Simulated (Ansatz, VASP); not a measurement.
## One calculation of Ni, two programs

Contents of INCAR:

```
SYSTEM = Ni
  ALGO = Normal
  EDIFF = 1E-7
  ENCUT = 520
  GGA = PS
  ISIF = 2
  ISMEAR = 0
  ISPIN = 2
  LASPH = .True.
  LCHARG = .False.
  LMAXMIX = 4
  LORBIT = 11
  LREAL = .False.
  LWAVE = .False.
  MAGMOM = 0.81
  NBANDS = 15
  NELM = 150
  PREC = Accurate
  SIGMA = 0.15
```

File KPOINTS:

```
k-points
0
Gamma
  22 22 22
  0 0 0
```

File POSCAR:

```
Ni
1.0
    0.0000000000      1.9093860000      1.8386680000
    1.9093860000      0.0000000000      1.8386680000
    1.9093860000      1.9093860000      0.0000000000
Ni
1
Direct
    0.0000000000      0.0000000000      0.0000000000
```

Input for Ansatz:

```yaml
crystal:
  lattice:
    - [0.0, 1.909386, 1.838668]
    - [1.909386, 0.0, 1.838668]
    - [1.909386, 1.909386, 0.0]
  atoms:
    - { symbol: Ni, position: [0.0, 0.0, 0.0], spin: 0.81 }
basis:
  ecutwfc: 420
kpoints:
  mp_grid: { grid: [22, 22, 22] }
hamiltonian:
  xc: pbesol
scf:
  occupations: { method: gaussian, width: 0.15 }
output:
  forces: true
  stress: true
  eigenvalues: true
  populations: true
magnetization:
  spin_polarized: true
```

Change from the starting cell: strain +0.080 along x and y, +0.040 along z, atoms carried along.

Alike in both runs: task single point; functional PBEsol; k mesh 22 × 22 × 22; occupations gaussian, width 0.15 eV; collinear spin.

|  | VASP | Ansatz |
| --- | --- | --- |
| version | VASP 6.6.1 | Ansatz 0.2.0 |
| potentials or method | VASP PAW PBE potentials, release 64 (Ni), cutoff 520 eV | scalar-relativistic, plane waves, PAW |
| valence electrons in the cell | 10 | 18 |

Ansatz gave:

```
gap on the k mesh at the Fermi level (eV)                     : none
pressure (GPa)                                                : -31.3
traceless stress, the component that is largest in VASP (GPa) : 1.51
net moment per atom (μB)                                      : 0.70
size of the moment on the site where the two differ most (μB) : 0.74
```

Task: What did VASP give for the same quantities?

Result: gap on the k mesh at the Fermi level (eV): none; pressure (GPa): -30.8; traceless stress, the component that is largest in VASP (GPa): 1.45; net moment per atom (μB): 0.68; size of the moment on the site where the two differ most (μB): 0.71.

VASP's potentials were made for PBE, not for PBEsol. Site moments also hang on the region over which each program counts them. A gap of «none» marks a metal or a gap that the smearing closes. Both programs put the cell under strong tension, so it lies far from rest at this level. The functional is the same, so the differences come from potentials, cutoffs and numerics. VASP's potentials hold 10 valence electrons a cell and Ansatz's 18, so a difference there can come from the potentials and not from the codes.

Noted on VASP's run: the cell as given lies far from equilibrium.
